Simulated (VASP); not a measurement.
# Sr2SO (P4/mmm) in VASP: further runs, part 2 of 2

VASP 6.6.1. Earlier steps stand in the parts before.

### 5 Relaxation of cell and atoms, r2SCAN+rVV10

This run uses another cell than the first one, of 23.37 Å³/atom.

POSCAR reads:

```
Sr2SO
1.0
    4.0432370000      0.0000000000      0.0000000000
    0.0000000000      4.0432370000      0.0000000000
    0.0000000000      0.0000000000      5.7180000000
Sr S O
2 1 1
Direct
    0.0000000000      0.0000000000      0.0000000000
    0.5000000000      0.5000000000      0.5000000000
    0.0000000000      0.0000000000      0.5000000000
    0.5000000000      0.5000000000      0.0000000000
```

INCAR.step1 reads:

```
PREC     = Accurate       # precision mode
ENCUT    = 600            # plane-wave cutoff, eV
ISMEAR   = 0              # smearing method
SIGMA    = 0.01           # smearing width, eV
LREAL    = F              # projectors in reciprocal space
LASPH    = T              # aspherical terms in the spheres
NELM     = 60             # most SCF steps
GGA      = PE             # functional
ALGO     = Normal         # electronic algorithm
EDIFF    = 1E-4           # SCF threshold, eV
LWAVE    = T              # write WAVECAR
LCHARG   = F              # write CHGCAR
```

INCAR.step2 reads:

```
PREC     = Accurate       # precision mode
ENCUT    = 600            # plane-wave cutoff, eV
EDIFF    = 1E-7           # SCF threshold, eV
ISMEAR   = 0              # smearing method
SIGMA    = 0.01           # smearing width, eV
LREAL    = F              # projectors in reciprocal space
LASPH    = T              # aspherical terms in the spheres
NELM     = 60             # most SCF steps
ALGO     = Normal         # electronic algorithm
ISIF     = 3              # what is computed and relaxed
LWAVE    = F              # write WAVECAR
LCHARG   = F              # write CHGCAR
METAGGA  = R2SCAN         # meta-GGA
LMIXTAU  = T            
LUSE_VDW = T            
IVDW_NL  = 2            
BPARAM   = 11.95        
CPARAM   = 0.0093       
IBRION   = 2              # ionic algorithm
NSW      = 80             # ionic steps
EDIFFG   = -0.05          # ionic threshold
ISTART   = 1
```

KPOINTS reads:

```
Automatic mesh
0
Gamma
  6 6 4
```

Potentials or basis: VASP PAW PBE potentials, release 64 (Sr_sv, S, O).

Launch:

```sh
> cat potpaw_PBE.64/Sr_sv/POTCAR potpaw_PBE.64/S/POTCAR potpaw_PBE.64/O/POTCAR > POTCAR
> cp INCAR.step1 INCAR
> mpirun -np 1 vasp_std > vasp.out
> cp INCAR.step2 INCAR
> mpirun -np 1 vasp_std > vasp.out
```

OUTCAR:

```text
PREC = Accurate
   ENCUT = 600
   EDIFF = 1E-7
   ISMEAR = 0
   LREAL = F
   LASPH = T
   NELM = 60
   ISIF = 3
   METAGGA = R2SCAN
   IVDW_NL = 2
   BPARAM = 11.95
   IBRION = 2
   NSW = 80
   EDIFFG = -0.05
   ISTART = 1

 ion  position               nearest neighbor table
   1  0.000  0.000  0.000-   3 2.86   3 2.86   4 2.86   4 2.86   4 2.86   4 2.86   2 4.04   2 4.04
                             2 4.04   2 4.04   2 4.04   2 4.04   2 4.04   2 4.04
   2  0.500  0.500  0.500-   4 2.86   4 2.86   3 2.86   3 2.86   3 2.86   3 2.86   1 4.04   1 4.04
                             1 4.04   1 4.04   1 4.04   1 4.04   1 4.04   1 4.04
   3  0.000  0.000  0.500-   1 2.86   1 2.86   2 2.86   2 2.86   2 2.86   2 2.86
   4  0.500  0.500  0.000-   2 2.86   2 2.86   1 2.86   1 2.86   1 2.86   1 2.86

  LATTYP: Found a simple tetragonal cell.
 ALAT       =     4.0432370000
 C/A-ratio  =     1.4142134137

  Lattice vectors:

 A1 = (   4.0432370000,   0.0000000000,   0.0000000000)
 A2 = (   0.0000000000,   4.0432370000,   0.0000000000)
 A3 = (   0.0000000000,   0.0000000000,   5.7180000000)

Analysis of symmetry for initial positions (statically):
[... 180 lines left out ...]
  energy without entropy =      -53.26532856  energy(sigma->0) =      -53.26532856

------------------------ aborting loop because EDIFF is reached ----------------------------------------

  FORCE on cell =-STRESS in cart. coord.  units (eV):
  Direction    XX          YY          ZZ          XY          YZ          ZX
  --------------------------------------------------------------------------------------
  -------------------------------------------------------------------------------------
  Total       -0.8830781     -0.8830781     -0.8245255      0.0000000      0.0000000     -0.0000000
  in kB      -15.1358618    -15.1358618    -14.1322758      0.0000000      0.0000000     -0.0000000
  external PRESSURE =     -14.8013331 kB  Pullay stress =       0.0000000 kB
[... 63 lines left out ...]
--------------------------------------- Ionic step        3  -------------------------------------------

 number of electron      32.0000001 magnetization

 Free energy of the ion-electron system (eV)
  ---------------------------------------------------
  ext. energy  EPLUGINS =         0.00000000
  ---------------------------------------------------
  free energy    TOTEN  =       -53.27583797 eV

  energy without entropy =      -53.27583797  energy(sigma->0) =      -53.27583797

 E-fermi :   1.7026     XC(G=0):  -9.7563

 val. band max:        1.6541361074   @ k =   0.0000   0.0000   0.0000
 cond. band min:       4.2149472849   @ k =   0.0000   0.0000   0.0000
 fundamental gap:      2.5608111775
 Fermi energy:         1.7026245715

 k-point     1 :       0.0000    0.0000    0.0000
  band No.  band energies     occupation
      1     -32.8667      2.00000
      2     -32.7887      2.00000
      3     -14.5855      2.00000
      4     -14.3139      2.00000
      5     -14.3139      2.00000
      6     -14.1095      2.00000
[... 541 lines left out ...]
     19       8.2826      0.00000
     20       8.4873      0.00000

 [... further k-points ...]
[... 5 lines left out ...]
  --------------------------------------------------------------------------------------
  -------------------------------------------------------------------------------------
  Total       -0.0079029     -0.0079029      0.0212719      0.0000000      0.0000000     -0.0000000
  in kB       -0.1387511     -0.1387511      0.3734693      0.0000000      0.0000000     -0.0000000
  external PRESSURE =       0.0319890 kB  Pullay stress =       0.0000000 kB
[... 19 lines left out ...]
  FREE ENERGIE OF THE ION-ELECTRON SYSTEM (eV)
  ---------------------------------------------------
  free  energy   TOTEN  =       -53.2758379676 eV

  energy  without entropy=      -53.2758379676  energy(sigma->0) =      -53.27583797

 reached required accuracy - stopping structural energy minimisation
```

It took 13 min on 1 thread of Intel Xeon 8259CL, shared host; peak memory 0.47 GiB.

Results:

```
Free energy                           : -53.2758 eV
Relaxed volume                        : 22.81 Å³/atom
Relaxed cell                          : a = 4.010 Å, b = 4.010 Å, c = 5.674 Å, α = 90.00°, β = 90.00°, γ = 90.00°
Space group after relaxing (to 0.1 Å) : P4/mmm (No. 123)
Energy gained by relaxing             : 2.6 meV/atom
Ionic steps                           : 3
Pressure after relaxing               : 0.0 GPa
Band gap on the k mesh                : 2.56 eV
```

Step by step:
| step | energy change (eV) | largest force (eV/Å) | pressure (GPa) | volume (Å³) |
| --- | --- | --- | --- | --- |
| 1 | 0.0000 | 0.0000 | -1.48 | 93.48 |
| 2 | -0.0095 | 0.0000 | 0.49 | 90.59 |
| 3 | -0.0105 | 0.0000 | 0.00 | 91.26 |

Final structure:
```
Sr S O
1.0
     4.01024    0.00000    0.00000
     0.00000    4.01024    0.00000
     0.00000    0.00000    5.67443
Sr S O
2 1 1
Direct
  0.00000 0.00000 0.00000
  0.50000 0.50000 0.50000
  0.00000 0.00000 0.50000
  0.50000 0.50000 0.00000
```

Caveat: the PAW data sets were made with another functional, which shifts forces and pressure a little. A k mesh can miss the band edges.

### 6 Summary

| task | level | cell | cutoff (eV) | gap on the mesh (eV) | pressure (GPa) | relaxed volume (Å³/atom) |
| --- | --- | --- | --- | --- | --- | --- |
| single point | r2SCAN+rVV10 | a = 4.004, b = 4.004, c = 5.668 Å, 4 atoms | 520 | 2.56 | 0.3 | - |
| relaxation of cell and atoms | PBE | relaxed from a = 4.043, b = 4.043, c = 5.718 Å, 4 atoms | 600 | 2.19 | 0.0 | - |
| relaxation of cell and atoms | PBE+D4 | relaxed from a = 4.043, b = 4.043, c = 5.718 Å, 4 atoms | 600 | 2.17 | 0.0 | 22.84 |
| relaxation of cell and atoms | r2SCAN+rVV10 | relaxed from a = 4.043, b = 4.043, c = 5.718 Å, 4 atoms | 600 | 2.56 | 0.0 | 22.81 |

Alike in all rows: potentials or basis VASP PAW PBE potentials, release 64 (Sr_sv, S, O); no spin polarisation; k mesh 6 × 6 × 4; smearing gaussian 0.01 eV.

Caveats: the PAW data sets were made with another functional, which shifts forces and pressure a little (at least some runs); the relaxation stopped at its first step, so nothing moved (at least some runs).

Total energies depend on the potentials used, so only differences within one code and one set of settings carry meaning.
